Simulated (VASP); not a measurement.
# BN (F-43m) in VASP: further runs

The runs below take BN through single point, with PBE, RPBE.

Everything below comes from runs of VASP 6.6.1. Logs are shortened: lines on timing, memory, paths and dates and some standing lists are left out, and cuts for length are marked.

### Step 1. The cell of the first run

Symmetry: F-43m, No. 216, cubic system. Conventional cell: a = 3.615 Å, b = 3.615 Å, c = 3.615 Å, α = 90.00°, β = 90.00°, γ = 90.00°. B (site symmetry -43m) has 4 N at 1.57 Å within 2.1 Å. N (site symmetry -43m) has 4 B at 1.57 Å within 2.1 Å.

### Step 2. Single point, PBE

Input file INCAR:

```
PREC = Accurate
ENCUT = 600
EDIFF = 1E-6
ISMEAR = 0
SIGMA = 0.01
LREAL = False
LASPH = True
NELM = 120
ALGO = Normal
ISIF = 2
LWAVE = False
LCHARG = True
GGA = PE
LELF = True
LVHAR = True
NBANDS = 11
GGA_COMPAT = False
```

Input file KPOINTS:

```
regular mesh
0
Gamma
  7 7 7
```

Input file POSCAR:

```
BN
1.0
    0.0000000000      1.8075000000      1.8075000000
    1.8075000000      0.0000000000      1.8075000000
    1.8075000000      1.8075000000      0.0000000000
B N
1 1
Direct
    0.0000000000      0.0000000000      0.0000000000
    0.7500000000      0.7500000000      0.7500000000
```

Potentials or basis: VASP PAW PBE potentials, release 64 (B, N).

The run is started by

```
cat potpaw_PBE.64/B/POTCAR potpaw_PBE.64/N/POTCAR > POTCAR
mpirun -np 1 vasp_std > vasp.out
```

OUTCAR:

```text
PREC = Accurate
   ENCUT = 600
   EDIFF = 1E-6
   ISMEAR = 0
   LREAL = False
   LASPH = True
   NELM = 120
   ISIF = 2
   GGA = PE

 ion  position               nearest neighbor table
   1  0.000  0.000  0.000-   2 1.57   2 1.57   2 1.57   2 1.57
   2  0.750  0.750  0.750-   1 1.57   1 1.57   1 1.57   1 1.57

  LATTYP: Found a face centered cubic cell.
 ALAT       =     3.6150000000

  Lattice vectors:

 A1 = (   0.0000000000,   1.8075000000,   1.8075000000)
 A2 = (   1.8075000000,   0.0000000000,   1.8075000000)
 A3 = (   1.8075000000,   1.8075000000,   0.0000000000)

Analysis of symmetry for initial positions (statically):
=====================================================================
 Subroutine PRICEL returns:
 Original cell was already a primitive cell.

 Routine SETGRP: Setting up the symmetry group for a
 face centered cubic supercell.

 Subroutine GETGRP returns: Found 24 space group operations
 (whereof 24 operations were pure point group operations)
 out of a pool of 48 trial point group operations.

The static configuration has the point symmetry T_d .

Analysis of symmetry for dynamics (positions and initial velocities):
=====================================================================
 Subroutine PRICEL returns:
 Original cell was already a primitive cell.

 Routine SETGRP: Setting up the symmetry group for a
 face centered cubic supercell.

 Subroutine GETGRP returns: Found 24 space group operations
 (whereof 24 operations were pure point group operations)
 out of a pool of 48 trial point group operations.

The dynamic configuration has the point symmetry T_d .

 Subroutine INISYM returns: Found 24 space group operations
 (whereof 24 operations are pure point group operations),
 and found     1 'primitive' translations

----------------------------------------------------------------------------------------

                                     Primitive cell

  volume of cell :      11.8104

  direct lattice vectors                    reciprocal lattice vectors
     0.000000000  1.807500000  1.807500000    -0.276625173  0.276625173  0.276625173
     1.807500000  0.000000000  1.807500000     0.276625173 -0.276625173  0.276625173
     1.807500000  1.807500000  0.000000000     0.276625173  0.276625173 -0.276625173

  length of vectors
     2.556191014  2.556191014  2.556191014     0.479128854  0.479128854  0.479128854

  position of ions in fractional coordinates (direct lattice)
     0.000000000  0.000000000  0.000000000
     0.750000000  0.750000000  0.750000000

  ion indices of the primitive-cell ions
   primitive index   ion index
                 1           1
                 2           2

----------------------------------------------------------------------------------------

 KPOINTS: regular mesh

Automatic generation of k-mesh.
 Grid dimensions read from file:
 generate k-points for:    7    7    7

 Generating k-lattice:

  Cartesian coordinates                     Fractional coordinates (reciprocal lattice)
    -0.039517882  0.039517882  0.039517882     0.142857143  0.000000000  0.000000000
     0.039517882 -0.039517882  0.039517882     0.000000000  0.142857143  0.000000000
     0.039517882  0.039517882 -0.039517882     0.000000000  0.000000000  0.142857143

  Length of vectors
     0.068446979  0.068446979  0.068446979

  Shift w.r.t. Gamma in fractional coordinates (k-lattice)
     0.000000000  0.000000000  0.000000000

 Subroutine IBZKPT returns following result:
 ===========================================

 Found     20 irreducible k-points:

 Following reciprocal coordinates:
            Coordinates               Weight
  0.000000  0.000000  0.000000      1.000000
  0.142857  0.000000  0.000000      8.000000
  0.285714  0.000000  0.000000      8.000000
  0.428571  0.000000  0.000000      8.000000
  0.142857  0.142857  0.000000      6.000000
  0.285714  0.142857  0.000000     24.000000
[... 12 lines left out ...]
 -0.428571  0.428571  0.142857     24.000000
 -0.285714  0.428571  0.142857     24.000000
   k-points           NKPTS =     20   k-points in BZ     NKDIM =     20   number of bands    NBANDS=     11
   number of dos      NEDOS =    301   number of ions     NIONS =      2
   total plane-waves  NPLWV =   8000
   dimension x,y,z NGX =    20 NGY =   20 NGZ =   20
   dimension x,y,z NGXF=    40 NGYF=   40 NGZF=   40
   ions per type =               1   1
   NGX,Y,Z   is equivalent  to a cutoff of  13.01, 13.01, 13.01 a.u.
   NGXF,Y,Z  is equivalent  to a cutoff of  26.01, 26.01, 26.01 a.u.
 SYSTEM =  unknown system
   PREC   = accura    normal or accurate (medium, high low for compatibility)
   ISTART =      0    job   : 0-new  1-cont  2-samecut
   ICHARG =      2    charge: 1-file 2-atom 10-const
   ISPIN  =      1    spin polarized calculation?
   LNONCOLLINEAR =      F non collinear calculations
   LSORBIT =      F    spin-orbit coupling
   LASPH  =      T    aspherical Exc in radial PAW
   ENCUT  =  600.0 eV  44.10 Ry    6.64 a.u.   5.11  5.11  5.11*2*pi/ulx,y,z
   NELM   =    120;   NELMIN=  2; NELMDL= -5     # of ELM steps
   EDIFF  = 0.1E-05   stopping-criterion for ELM
   LREAL  =      F    real-space projection
   EDIFFG = 0.1E-04   stopping-criterion for IOM
   NSW    =      0    number of steps for IOM
   IBRION =     -1    ionic relax: 0-MD 1-quasi-New 2-CG
   NFREE  =      0    steps in history (QN), initial steepest desc. (CG)
   ISIF   =      2    stress and relaxation
   ISYM   =      2    0-nonsym 1-usesym 2-fastsym
   POTIM  = 0.5000    time-step for ionic-motion
   TEBEG  =    0.0;   TEEND  =   0.0 temperature during run
   PSTRESS=    0.0 pullay stress
   NELECT =       8.0000    total number of electrons
   NUPDOWN=      -1.0000    fix difference up-down
   EMIN   =  10.00;   EMAX   =-10.00  energy-range for DOS
   EFERMI =   0.00;   METHOD = LEGACY
   ISMEAR =     0;   SIGMA  =   0.01  broadening in eV -4-tet -1-fermi 0-gaus
   EFERMI_NEDOS =   21; number of points for ismear=-14 and -15
   IALGO  =     38    algorithm
   IMIX   =      4    mixing-type and parameters
     AMIX     =   0.40;   BMIX     =  1.00
     AMIX_MAG =   1.60;   BMIX_MAG =  1.00
  volume/ion in A,a.u.               =       5.91        39.85
  Fermi-wavevector in a.u.,A,eV,Ry     =   1.437749  2.716952 28.124920  2.067123
  Thomas-Fermi vector in A             =   2.556793
   LORBIT       =      0    0 simple, 1 ext, 2 COOP (PROOUT), +10 PAW based schemes
   GGA     = PE    functional components
   LHFCALC =     F    Hartree Fock is set to
   AEXX    =    0.0000 exact exchange contribution
   IVDW    =     0    specifies the selected vdW correction
   LEPSILON=     F    determine dielectric tensor
   LRPA    =     F    only Hartree local field effects (RPA)
 non-spin polarized calculation
 Gauss-broadening in eV      SIGMA  =   0.01
  energy-cutoff  :      600.00
  volume of cell :       11.81
 maximum number of plane-waves:       411
   NGX = 11   NGY = 11   NGZ = 11

 number of electron       7.9999999 magnetization

 Free energy of the ion-electron system (eV)
  ---------------------------------------------------
  ext. energy  EPLUGINS =         0.00000000
  ---------------------------------------------------
  free energy    TOTEN  =       -17.45241686 eV

  energy without entropy =      -17.45241686  energy(sigma->0) =      -17.45241686

 E-fermi :   7.4593     XC(G=0): -12.8219

 val. band max:        7.4033420067   @ k =   0.0000   0.0000   0.0000
 cond. band min:      12.1154387663   @ k =   0.4286   0.4286   0.0000
 fundamental gap:      4.7120967596
 Fermi energy:         7.4592741856

 k-point     1 :       0.0000    0.0000    0.0000
  band No.  band energies     occupation
      1     -12.8278      2.00000
      2       7.4033      2.00000
      3       7.4033      2.00000
      4       7.4033      2.00000
      5      16.2225      0.00000
      6      16.2225      0.00000
      7      16.2225      0.00000
      8      17.7532      0.00000
      9      32.1552      0.00000
     10      35.1690      0.00000
     11      35.1690      0.00000

 k-point     2 :       0.1429    0.0000    0.0000
  band No.  band energies     occupation
      1     -12.3339      2.00000
      2       5.0560      2.00000
      3       6.9238      2.00000
      4       6.9238      2.00000
      5      16.6594      0.00000
      6      16.9370      0.00000
      7      16.9370      0.00000
      8      19.2340      0.00000
      9      31.5769      0.00000
     10      31.7417      0.00000
     11      31.7417      0.00000

 k-point     3 :       0.2857    0.0000    0.0000
  band No.  band energies     occupation
      1     -10.9212      2.00000
      2       0.8725      2.00000
      3       6.0749      2.00000
      4       6.0749      2.00000
      5      17.1699      0.00000
      6      17.9164      0.00000
      7      17.9164      0.00000
      8      21.4394      0.00000
      9      30.7095      0.00000
     10      31.2078      0.00000
     11      31.2078      0.00000

 k-point     4 :       0.4286    0.0000    0.0000
  band No.  band energies     occupation
      1      -9.0504      2.00000
      2      -2.6348      2.00000
      3       5.5346      2.00000
      4       5.5346      2.00000
      5      17.5039      0.00000
      6      18.1156      0.00000
      7      18.1156      0.00000
      8      22.5323      0.00000
      9      30.7608      0.00000
     10      33.5623      0.00000
     11      33.5623      0.00000
[... 183 lines left out ...]
 k-point    18 :      -0.4286    0.2857    0.1429
  band No.  band energies     occupation
      1      -8.0831      2.00000
      2      -1.4999      2.00000
      3       2.0413      2.00000
      4       3.7185      2.00000
      5      16.8564      0.00000
      6      18.8665      0.00000
      7      21.7744      0.00000
      8      23.0401      0.00000
      9      26.6987      0.00000
     10      32.8553      0.00000
     11      35.2004      0.00000

 k-point    19 :      -0.4286    0.4286    0.1429
  band No.  band energies     occupation
      1      -7.5312      2.00000
      2      -0.6904      2.00000
      3       1.5989      2.00000
      4       2.0004      2.00000
      5      14.6552      0.00000
      6      18.8724      0.00000
      7      22.3413      0.00000
      8      24.6339      0.00000
      9      27.0671      0.00000
     10      33.4727      0.00000
     11      37.8457      0.00000

 k-point    20 :      -0.2857    0.4286    0.1429
  band No.  band energies     occupation
      1      -7.1113      2.00000
      2      -0.5313      2.00000
      3      -0.0503      2.00000
      4       2.3181      2.00000
      5      16.2500      0.00000
      6      20.5523      0.00000
      7      22.0164      0.00000
      8      23.3174      0.00000
      9      26.0330      0.00000
     10      33.0884      0.00000
     11      35.8602      0.00000

------------------------ aborting loop because EDIFF is reached ----------------------------------------

  FORCE on cell =-STRESS in cart. coord.  units (eV):
  Direction    XX          YY          ZZ          XY          YZ          ZX
  --------------------------------------------------------------------------------------
  -------------------------------------------------------------------------------------
  Total        0.2233291      0.2233291      0.2233291      0.0000000      0.0000000      0.0000000
  in kB       30.2963919     30.2963919     30.2963919      0.0000000      0.0000000      0.0000000
  external PRESSURE =      30.2963919 kB  Pullay stress =       0.0000000 kB

 VOLUME and BASIS-vectors are now :
 -----------------------------------------------------------------------------
  energy-cutoff  :      600.00
  volume of cell :       11.81
      direct lattice vectors                 reciprocal lattice vectors
     0.000000000  1.807500000  1.807500000    -0.276625173  0.276625173  0.276625173
     1.807500000  0.000000000  1.807500000     0.276625173 -0.276625173  0.276625173
     1.807500000  1.807500000  0.000000000     0.276625173  0.276625173 -0.276625173

 POSITION                                       TOTAL-FORCE (eV/Angst)
 -----------------------------------------------------------------------------------
      0.00000      0.00000      0.00000         0.000000      0.000000      0.000000
      2.71125      2.71125      2.71125        -0.000000     -0.000000     -0.000000
 -----------------------------------------------------------------------------------
    total drift:                               -0.000000     -0.000000     -0.000000

  FREE ENERGIE OF THE ION-ELECTRON SYSTEM (eV)
  ---------------------------------------------------
  free  energy   TOTEN  =       -17.4524168599 eV

  energy  without entropy=      -17.4524168599  energy(sigma->0) =      -17.45241686
```

Wall time 3.1 s (1 thread of Intel Xeon Platinum 8488C (Sapphire Rapids), shared host); peak memory 0.11 GiB.

Results:

| Property | Result |
| --- | --- |
| Free energy | -17.4524 eV |
| Pressure | 3.0 GPa |
| Band gap on the k mesh | 4.71 eV (least direct gap 8.82 eV) |

Levels at points of the mesh, in eV from the valence-band top:
```csv
k point,band 1,band 2,band 3,band 4,band 5,band 6,band 7,band 8,band 9
"(0.00, 0.00, 0.00)",-20.23,0.00,0.00,0.00,8.82,8.82,8.82,10.35,24.75
```

Caveat: the k points lie up to 0.43 Å⁻¹ apart; an odd mesh through Γ misses points on the zone boundary, where band edges can lie.

### Step 3. Single point, RPBE

Input file INCAR:

```
PREC     = Accurate       # precision mode
ENCUT    = 600            # plane-wave cutoff, eV
EDIFF    = 1E-6           # SCF threshold, eV
ISMEAR   = 0              # smearing method
SIGMA    = 0.01           # smearing width, eV
LREAL    = F              # projectors in reciprocal space
LASPH    = T              # aspherical terms in the spheres
NELM     = 120            # most SCF steps
ALGO     = Normal         # electronic algorithm
ISIF     = 2              # what is computed and relaxed
LWAVE    = F              # write WAVECAR
LCHARG   = F              # write CHGCAR
GGA      = RP             # functional
NBANDS   = 11             # bands
GGA_COMPAT= F
```

Input file KPOINTS:

```
Automatic mesh
0
Gamma
  7 7 7
```

POSCAR is that of step 2.

Potentials or basis: VASP PAW PBE potentials, release 64 (B, N).

The run is started by

```
cat potpaw_PBE.64/B/POTCAR potpaw_PBE.64/N/POTCAR > POTCAR
mpirun -np 1 vasp_std > vasp.out
```

Run time: 4.2 s. Hardware: 1 thread of Intel Xeon Platinum 8488C (Sapphire Rapids), shared host; peak memory 0.11 GiB.

Results (log left out):

| Quantity | Value |
| --- | --- |
| Free energy | -16.6206 eV |
| Pressure | 9.0 GPa |
| Band gap on the k mesh | 4.74 eV (least direct gap 8.87 eV) |

Levels at points of the mesh, in eV from the valence-band top:
```csv
k point,band 1,band 2,band 3,band 4,band 5,band 6,band 7,band 8
"(0.00, 0.00, 0.00)",-20.30,0.00,0.00,0.00,8.87,8.87,8.87,10.34
```

Caveat: the k points lie up to 0.43 Å⁻¹ apart; the PAW data sets were made with another functional, which shifts forces and pressure a little; an odd mesh through Γ misses points on the zone boundary, where band edges can lie.
